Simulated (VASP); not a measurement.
# Ge (Cmcm) in VASP: a series of runs

Ge is run at these levels: HSE06, LDA; tasks: single point.

Everything below comes from runs of VASP 6.6.1. Logs are shortened: lines on timing, memory, paths and dates and some standing lists are left out, and cuts for length are marked.

**1. The cell of the first run**

It takes space group Cmcm (No. 63, orthorhombic). Conventional cell: a = 2.976 Å, b = 5.189 Å, c = 4.728 Å, α = 90.00°, β = 90.00°, γ = 90.00°. Ge (site symmetry m2m) has 12 Ge at 2.92 to 2.99 Å within 3.9 Å.

**2. Single point, HSE06**

Input file POSCAR:

```
Ge
1.0
    1.4880529250     -2.5946896100      0.0000000000
    1.4880529250      2.5946896100      0.0000000000
    0.0000000000      0.0000000000      4.7275957900
Ge
2
Direct
    0.3334466300      0.6665533700      0.2500000000
    0.6665533700      0.3334466300      0.7500000000
```

Input file INCAR.step1:

```
SYSTEM = Ge
PREC = Accurate
ENCUT = 520
EDIFF = 1E-5
ISMEAR = -1
SIGMA = 0.05
LREAL = .False.
LASPH = .True.
NELM = 100
ALGO = Normal
ISIF = 2
LWAVE = .True.
GGA = PE
NBANDS = 21
```

Input file INCAR.step2:

```
SYSTEM = Ge
PREC = Accurate
ENCUT = 520
EDIFF = 1E-7
ISMEAR = -1
SIGMA = 0.05
LREAL = .False.
LASPH = .True.
NELM = 100
ALGO = Normal
ISIF = 2
LWAVE = .False.
LCHARG = .True.
GGA = PE
LHFCALC = .True.
HFSCREEN = 0.2079
PRECFOCK = Normal
LELF = .True.
LVHAR = .True.
ISTART = 1
NBANDS = 21
```

Input file KPOINTS:

```
Automatic mesh
0
Gamma
  5 5 3
  0 0 0
```

Potentials or basis: VASP PAW PBE potentials, release 64 (Ge_d).

On the command line:

```bash
$ cat potpaw_PBE.64/Ge_d/POTCAR > POTCAR
$ cp INCAR.step1 INCAR
$ mpirun -np 1 vasp_std > vasp.out
$ cp INCAR.step2 INCAR
$ mpirun -np 1 vasp_std > vasp.out
```

OUTCAR:

```text
SYSTEM = Ge
   PREC = Accurate
   ENCUT = 520
   EDIFF = 1E-7
   ISMEAR = -1
   LREAL = .False.
   LASPH = .True.
   NELM = 100
   ISIF = 2
   GGA = PE
   LHFCALC = .True.
   HFSCREEN = 0.2079
   PRECFOCK = Normal
   ISTART = 1

 ion  position               nearest neighbor table
   1  0.333  0.667  0.250-
   2  0.667  0.333  0.750-

  LATTYP: Found a base centered orthorhombic cell.
 ALAT       =     2.9761058500
 B/A-ratio  =     1.7436809984
 C/A-ratio  =     1.5885173540

  Lattice vectors:

 A1 = (   1.4880529250,  -2.5946896100,   0.0000000000)
 A2 = (   1.4880529250,   2.5946896100,   0.0000000000)
 A3 = (   0.0000000000,   0.0000000000,   4.7275957900)

Analysis of symmetry for initial positions (statically):
=====================================================================
 Subroutine PRICEL returns:
 Original cell was already a primitive cell.

 Routine SETGRP: Setting up the symmetry group for a
 base centered orthorhombic supercell.

 Subroutine GETGRP returns: Found  8 space group operations
 (whereof  4 operations were pure point group operations)
 out of a pool of  8 trial point group operations.

The static configuration has the point symmetry C_2h.
 The point group associated with its full space group is D_2h.

Analysis of symmetry for dynamics (positions and initial velocities):
=====================================================================
 Subroutine PRICEL returns:
 Original cell was already a primitive cell.

 Routine SETGRP: Setting up the symmetry group for a
 base centered orthorhombic supercell.

 Subroutine GETGRP returns: Found  8 space group operations
 (whereof  4 operations were pure point group operations)
 out of a pool of  8 trial point group operations.

The dynamic configuration has the point symmetry C_2h.
 The point group associated with its full space group is D_2h.

 Subroutine INISYM returns: Found  8 space group operations
 (whereof  4 operations are pure point group operations),
 and found     1 'primitive' translations

----------------------------------------------------------------------------------------

                                     Primitive cell

  volume of cell :      36.5068

  direct lattice vectors                    reciprocal lattice vectors
     1.488052925 -2.594689610  0.000000000     0.336009554 -0.192701277  0.000000000
     1.488052925  2.594689610  0.000000000     0.336009554  0.192701277  0.000000000
     0.000000000  0.000000000  4.727595790     0.000000000  0.000000000  0.211524006

  length of vectors
     2.991106096  2.991106096  4.727595790     0.387345069  0.387345069  0.211524006

  position of ions in fractional coordinates (direct lattice)
     0.333446630  0.666553370  0.250000000
     0.666553370  0.333446630  0.750000000

  ion indices of the primitive-cell ions
   primitive index   ion index
                 1           1
                 2           2

----------------------------------------------------------------------------------------

 KPOINTS: Automatic mesh

Automatic generation of k-mesh.
 Grid dimensions read from file:
 generate k-points for:    5    5    3

 Generating k-lattice:

  Cartesian coordinates                     Fractional coordinates (reciprocal lattice)
     0.067201911 -0.038540255  0.000000000     0.200000000 -0.000000000  0.000000000
     0.067201911  0.038540255  0.000000000    -0.000000000  0.200000000  0.000000000
     0.000000000  0.000000000  0.070508002     0.000000000  0.000000000  0.333333333

  Length of vectors
     0.077469014  0.077469014  0.070508002

  Shift w.r.t. Gamma in fractional coordinates (k-lattice)
     0.000000000  0.000000000  0.000000000

 Subroutine IBZKPT returns following result:
 ===========================================

 Found     18 irreducible k-points:

 Following reciprocal coordinates:
            Coordinates               Weight
  0.000000  0.000000  0.000000      1.000000
  0.200000  0.000000  0.000000      4.000000
  0.400000 -0.000000  0.000000      4.000000
  0.200000  0.200000  0.000000      2.000000
  0.400000  0.200000  0.000000      4.000000
 -0.400000  0.200000  0.000000      4.000000
[... 10 lines left out ...]
  0.400000  0.400000  0.333333      4.000000
 -0.400000  0.400000  0.333333      4.000000
   k-points           NKPTS =     18   k-points in BZ     NKDIM =     75   number of bands    NBANDS=     21
   number of dos      NEDOS =    301   number of ions     NIONS =      2
   total plane-waves  NPLWV =  20736
   dimension x,y,z NGX =    24 NGY =   24 NGZ =   36
   dimension x,y,z NGXF=    48 NGYF=   48 NGZF=   72
   ions per type =               2
   NGX,Y,Z   is equivalent  to a cutoff of  13.34, 13.34, 12.66 a.u.
   NGXF,Y,Z  is equivalent  to a cutoff of  26.68, 26.68, 25.32 a.u.
 SYSTEM =  Ge
   PREC   = accura    normal or accurate (medium, high low for compatibility)
   ISTART =      1    job   : 0-new  1-cont  2-samecut
[... 86 lines left out ...]
      3     -21.0474      2.00000
      4     -21.0455      2.00000
      5     -21.0380      2.00000
      6     -21.0349      2.00000
[... 13 lines left out ...]
     20      20.8915      0.00000
     21      22.1242      0.00000

 k-point     3 :       0.4000   -0.0000    0.0000
  band No.  band energies     occupation
      1     -21.1193      2.00000
      2     -21.0762      2.00000
      3     -21.0671      2.00000
      4     -21.0627      2.00000
      5     -21.0107      2.00000
      6     -21.0047      2.00000
[... 13 lines left out ...]
     20      19.3715      0.00000
     21      20.8348      0.00000

 k-point     4 :       0.2000    0.2000    0.0000
  band No.  band energies     occupation
      1     -21.0785      2.00000
      2     -21.0764      2.00000
      3     -21.0756      2.00000
      4     -21.0510      2.00000
      5     -21.0261      2.00000
      6     -21.0104      2.00000
[... 13 lines left out ...]
     20      20.1729      0.00000
     21      21.0570      0.00000

 k-point     5 :       0.4000    0.2000    0.0000
  band No.  band energies     occupation
      1     -21.0954      2.00000
      2     -21.0887      2.00000
      3     -21.0477      2.00000
      4     -21.0477      2.00000
      5     -21.0167      2.00000
      6     -21.0109      2.00000
[... 13 lines left out ...]
     20      19.8136      0.00000
     21      25.7322      0.00000

 k-point     6 :      -0.4000    0.2000    0.0000
  band No.  band energies     occupation
      1     -21.0784      2.00000
      2     -21.0756      2.00000
      3     -21.0750      2.00000
      4     -21.0508      2.00000
      5     -21.0255      2.00000
      6     -21.0093      2.00000
[... 13 lines left out ...]
     20      20.3561      0.00000
     21      21.2500      0.00000

 k-point     7 :      -0.2000    0.2000    0.0000
  band No.  band energies     occupation
      1     -21.0907      2.00000
      2     -21.0637      2.00000
      3     -21.0487      2.00000
      4     -21.0434      2.00000
      5     -21.0383      2.00000
      6     -21.0336      2.00000
[... 13 lines left out ...]
     20      20.9077      0.00000
     21      22.2495      0.00000
[... 147 lines left out ...]
      1     -21.0803      2.00000
      2     -21.0799      2.00000
      3     -21.0548      2.00000
      4     -21.0492      2.00000
      5     -21.0462      2.00000
      6     -20.9988      2.00000
[... 13 lines left out ...]
     20      20.3182      0.00000
     21      20.7371      0.00000

 k-point    15 :      -0.4000    0.2000    0.3333
  band No.  band energies     occupation
      1     -21.0827      2.00000
      2     -21.0719      2.00000
      3     -21.0662      2.00000
      4     -21.0432      2.00000
      5     -21.0368      2.00000
      6     -21.0152      2.00000
[... 13 lines left out ...]
     20      19.5783      0.00000
     21      21.1611      0.00000

 k-point    16 :      -0.2000    0.2000    0.3333
  band No.  band energies     occupation
      1     -21.0872      2.00000
      2     -21.0732      2.00000
      3     -21.0575      2.00000
      4     -21.0476      2.00000
      5     -21.0416      2.00000
      6     -21.0348      2.00000
[... 13 lines left out ...]
     20      18.8451      0.00000
     21      21.7315      0.00000

 k-point    17 :       0.4000    0.4000    0.3333
  band No.  band energies     occupation
      1     -21.0807      2.00000
      2     -21.0794      2.00000
      3     -21.0534      2.00000
      4     -21.0503      2.00000
      5     -21.0455      2.00000
      6     -20.9995      2.00000
[... 13 lines left out ...]
     20      20.4863      0.00000
     21      20.7227      0.00000

 k-point    18 :      -0.4000    0.4000    0.3333
  band No.  band energies     occupation
      1     -21.1063      2.00000
      2     -21.0837      2.00000
      3     -21.0776      2.00000
      4     -21.0497      2.00000
      5     -21.0355      2.00000
      6     -20.9928      2.00000
[... 13 lines left out ...]
     20      17.1355      0.00000
     21      18.4440      0.00000

------------------------ aborting loop because EDIFF is reached ----------------------------------------

  FORCE on cell =-STRESS in cart. coord.  units (eV):
  Direction    XX          YY          ZZ          XY          YZ          ZX
  --------------------------------------------------------------------------------------
  -------------------------------------------------------------------------------------
  Total       -0.0724991     -0.1521005      2.1054663      0.0000000      0.0000000      0.0000000
  in kB       -3.1817705     -6.6752444     92.4027210      0.0000000      0.0000000      0.0000000
  external PRESSURE =      27.5152354 kB  Pullay stress =       0.0000000 kB

 VOLUME and BASIS-vectors are now :
 -----------------------------------------------------------------------------
  energy-cutoff  :      520.00
  volume of cell :       36.51
      direct lattice vectors                 reciprocal lattice vectors
     1.488052925 -2.594689610  0.000000000     0.336009554 -0.192701277  0.000000000
     1.488052925  2.594689610  0.000000000     0.336009554  0.192701277  0.000000000
     0.000000000  0.000000000  4.727595790     0.000000000  0.000000000  0.211524006

 POSITION                                       TOTAL-FORCE (eV/Angst)
 -----------------------------------------------------------------------------------
      1.48805      0.86431      1.18190         0.000000      0.000227      0.000000
      1.48805     -0.86431      3.54570         0.000000     -0.000227     -0.000000
 -----------------------------------------------------------------------------------
    total drift:                               -0.000000      0.000000      0.000000

  FREE ENERGIE OF THE ION-ELECTRON SYSTEM (eV)
  ---------------------------------------------------
  free  energy   TOTEN  =        -9.6341770382 eV

  energy  without entropy=       -9.6219179231  energy(sigma->0) =       -9.62804748
```

Wall time 52 min (1 thread of Intel Xeon Platinum 8259CL at 2.50GHz (Skylake/Cascade Lake), shared host); peak memory 0.26 GiB.

Results:

| Item | Value |
| --- | --- |
| Free energy | -9.6342 eV |
| Pressure | 2.8 GPa |
| Band gap on the k mesh | zero (band 14 reaches 14.47 eV, above the bottom of band 15 at 5.68 eV) |

Stress tensor (GPa, compression positive):
```
-0.32  0.00  0.00
 0.00 -0.67  0.00
 0.00  0.00  9.24
```

Caveat: the k points lie up to 0.49 Å⁻¹ apart; the PAW data sets were made with another functional, which shifts forces and pressure a little.

**3. Single point, LDA (volume scaled by 0.94)**

Input file INCAR:

```
  PREC = Accurate
  ENCUT = 520
  EDIFF = 1E-7
  ISMEAR = -1
  SIGMA = 0.05
  LREAL = F
  LASPH = T
  NELM = 80
  ALGO = Normal
  ISIF = 2
  LWAVE = F
  LCHARG = F
  NBANDS = 21
```

Input file KPOINTS:

```
regular mesh
0
Gamma
  10 10 6
```

Input file POSCAR:

```
Ge
1.0
    1.4576759744     -2.5417218984      0.0000000000
    1.4576759744      2.5417218984      0.0000000000
    0.0000000000      0.0000000000      4.6310871635
Ge
2
Direct
    0.3334466300      0.6665533700      0.2500000000
    0.6665533700      0.3334466300      0.7500000000
```

Potentials or basis: VASP PAW LDA potentials, release 64 (Ge_d).

On the command line:

```bash
$ cat potpaw_LDA.64/Ge_d/POTCAR > POTCAR
$ mpirun -np 1 vasp_std > vasp.out
```

Wall time 22 s (1 thread of Intel Xeon 6975P-C (Granite Rapids), shared host); peak memory 0.18 GiB.

Results (log left out):

- Free energy: -9.7713 eV
- Pressure: 4.1 GPa
- Band gap on the k mesh: zero (band 14 reaches 14.57 eV, above the bottom of band 15 at 5.15 eV)

Stress tensor (GPa, compression positive):
```
2.91 0.00 0.00
0.00 3.33 0.00
0.00 0.00 6.03
```

Levels at points of the mesh, in eV from the Fermi level:
| k point | band 11 | band 12 | band 13 | band 14 | band 15 | band 16 | band 17 | band 18 |
| --- | --- | --- | --- | --- | --- | --- | --- | --- |
| (0.00, 0.00, 0.00) | -13.87 | -7.58 | -5.84 | 6.97 | 7.09 | 9.16 | 9.28 | 10.71 |
| (0.50, 0.00, 0.00) | -8.64 | -7.34 | -2.15 | -1.28 | -0.95 | 1.46 | 2.54 | 6.68 |
| (0.50, 0.50, 0.00) | -8.71 | -7.38 | -2.19 | -1.31 | -1.02 | 1.43 | 2.70 | 6.83 |
| (0.00, 0.00, 0.50) | -12.11 | -12.11 | 2.03 | 2.03 | 8.18 | 8.18 | 8.30 | 8.30 |
| (0.50, 0.00, 0.50) | -7.08 | -7.08 | -5.19 | -5.19 | 4.30 | 4.30 | 5.40 | 5.40 |
| (0.50, 0.50, 0.50) | -7.16 | -7.16 | -5.22 | -5.22 | 4.46 | 4.46 | 5.42 | 5.42 |

**4. Single point, LDA (volume scaled by 0.96)**

Input file INCAR:

```
SYSTEM = Ge
  ALGO = Normal
  EDIFF = 1E-7
  ENCUT = 520
  ISIF = 2
  ISMEAR = -1
  LASPH = .True.
  LCHARG = .True.
  LELF = .True.
  LREAL = .False.
  LVHAR = .True.
  LWAVE = .False.
  NBANDS = 21
  NELM = 60
  PREC = Accurate
  SIGMA = 0.05
```

Input file KPOINTS:

```
k-points
0
Gamma
  10 10 6
  0 0 0
```

Input file POSCAR:

```
Ge
1.0
    1.4679416364     -2.5596219381      0.0000000000
    1.4679416364      2.5596219381      0.0000000000
    0.0000000000      0.0000000000      4.6637015279
Ge
2
Direct
    0.3334466300      0.6665533700      0.2500000000
    0.6665533700      0.3334466300      0.7500000000
```

On the command line:

```bash
$ cat potpaw_LDA.64/Ge_d/POTCAR > POTCAR
$ mpirun -np 1 vasp_std > vasp.out
```

Run time: 24 s. Hardware: 1 thread of Intel Xeon 6975P-C (Granite Rapids), shared host; peak memory 0.18 GiB.

Results (log left out):

| Quantity | Value |
| --- | --- |
| Free energy | -9.7863 eV |
| Pressure | 2.2 GPa |
| Band gap on the k mesh | zero (band 14 reaches 14.18 eV, above the bottom of band 15 at 4.95 eV) |

Stress tensor (GPa, compression positive):
```
1.17 0.00 0.00
0.00 1.51 0.00
0.00 0.00 4.04
```

Levels at points of the mesh, in eV from the Fermi level:
| k point | band 11 | band 12 | band 13 | band 14 | band 15 | band 16 | band 17 | band 18 |
| --- | --- | --- | --- | --- | --- | --- | --- | --- |
| (0.00, 0.00, 0.00) | -13.69 | -7.56 | -5.71 | 6.82 | 6.93 | 8.97 | 9.09 | 10.46 |
| (0.50, 0.00, 0.00) | -8.57 | -7.25 | -2.21 | -1.27 | -0.92 | 1.47 | 2.50 | 6.63 |
| (0.50, 0.50, 0.00) | -8.65 | -7.30 | -2.25 | -1.30 | -0.98 | 1.44 | 2.66 | 6.78 |
| (0.00, 0.00, 0.50) | -11.96 | -11.96 | 1.98 | 1.98 | 8.00 | 8.00 | 8.12 | 8.12 |
| (0.50, 0.00, 0.50) | -7.06 | -7.06 | -5.09 | -5.09 | 4.22 | 4.22 | 5.26 | 5.26 |
| (0.50, 0.50, 0.50) | -7.13 | -7.13 | -5.11 | -5.11 | 4.38 | 4.38 | 5.29 | 5.29 |

**5. Single point, LDA (volume scaled by 0.98)**

Input file INCAR:

```
PREC     = Accurate       # precision mode
ENCUT    = 520            # plane-wave cutoff, eV
EDIFF    = 1E-6           # SCF threshold, eV
ISMEAR   = -1             # smearing method
SIGMA    = 0.05           # smearing width, eV
LREAL    = F              # projectors in reciprocal space
LASPH    = T              # aspherical terms in the spheres
NELM     = 60             # most SCF steps
ALGO     = Normal         # electronic algorithm
ISIF     = 2              # what is computed and relaxed
LWAVE    = F              # write WAVECAR
LCHARG   = T              # write CHGCAR
GGA      = CA             # functional
LELF     = T              # ELF
LVHAR    = T            
NBANDS   = 21             # bands
```

Input file KPOINTS:

```
Automatic mesh
0
Gamma
  10 10 6
```

Input file POSCAR:

```
Ge
1.0
    1.4780656917     -2.5772750611      0.0000000000
    1.4780656917      2.5772750611      0.0000000000
    0.0000000000      0.0000000000      4.6958660032
Ge
2
Direct
    0.3334466300      0.6665533700      0.2500000000
    0.6665533700      0.3334466300      0.7500000000
```

On the command line:

```bash
$ cat potpaw_LDA.64/Ge_d/POTCAR > POTCAR
$ mpirun -np 1 vasp_std > vasp.out
```

Wall time 21 s (1 thread of Intel Xeon 6975P-C (Granite Rapids), shared host); peak memory 0.19 GiB.

It converged, with:

```
Free energy            : -9.7928 eV
Pressure               : 0.3 GPa
Band gap on the k mesh : zero (band 14 reaches 13.80 eV, above the bottom of band 15 at 4.76 eV)
```

Stress tensor (GPa, compression positive):
```
-0.62  0.00  0.00
 0.00 -0.36  0.00
 0.00  0.00  2.00
```

Levels at points of the mesh, in eV from the Fermi level:
```
           k point  band 10  band 11  band 12  band 13  band 14  band 15  band 16  band 17  band 18  band 19
(0.00, 0.00, 0.00)   -24.61   -13.52    -7.53    -5.60     6.67     6.78     8.78     8.90    10.21    11.65
(0.50, 0.00, 0.00)   -24.60    -8.51    -7.17    -2.26    -1.27    -0.89     1.48     2.46     6.59     7.28
(0.50, 0.50, 0.00)   -24.60    -8.58    -7.22    -2.30    -1.29    -0.95     1.44     2.61     6.73     7.43
(0.00, 0.00, 0.50)   -24.63   -11.82   -11.82     1.92     1.92     7.82     7.82     7.94     7.94    12.95
(0.50, 0.00, 0.50)   -24.60    -7.04    -7.04    -4.98    -4.98     4.14     4.14     5.14     5.14     8.83
(0.50, 0.50, 0.50)   -24.60    -7.12    -7.12    -5.01    -5.01     4.30     4.30     5.16     5.16     8.92
```

**6. The runs side by side**

| level | potentials or basis | cell | k mesh | grid for exact exchange (PRECFOCK) | screening parameter | gap on the mesh (eV) | pressure (GPa) |
| --- | --- | --- | --- | --- | --- | --- | --- |
| HSE06 | VASP PAW PBE potentials, release 64 (Ge_d) | a = 2.991, b = 2.991, c = 4.728 Å, angles 90.0, 90.0, 120.3°, 2 atoms | 5 × 5 × 3 | Normal | 0.2079 1/Å | none | 2.8 |
| LDA | VASP PAW LDA potentials, release 64 (Ge_d) | a = 2.930, b = 2.930, c = 4.631 Å, angles 90.0, 90.0, 120.3°, 2 atoms | 10 × 10 × 6 | - | - | none | 4.1 |
| LDA | VASP PAW LDA potentials, release 64 (Ge_d) | a = 2.951, b = 2.951, c = 4.664 Å, angles 90.0, 90.0, 120.3°, 2 atoms | 10 × 10 × 6 | - | - | none | 2.2 |
| LDA | VASP PAW LDA potentials, release 64 (Ge_d) | a = 2.971, b = 2.971, c = 4.696 Å, angles 90.0, 90.0, 120.3°, 2 atoms | 10 × 10 × 6 | - | - | none | 0.3 |

Alike in all rows: task single point; no spin polarisation; cutoff (eV) 520; smearing fermi-dirac 0.05 eV.

Caveats: some runs use coarse meshes; the PAW data sets were made with another functional, which shifts forces and pressure a little (some runs).

Absolute energies hang on the potentials; compare differences alone.
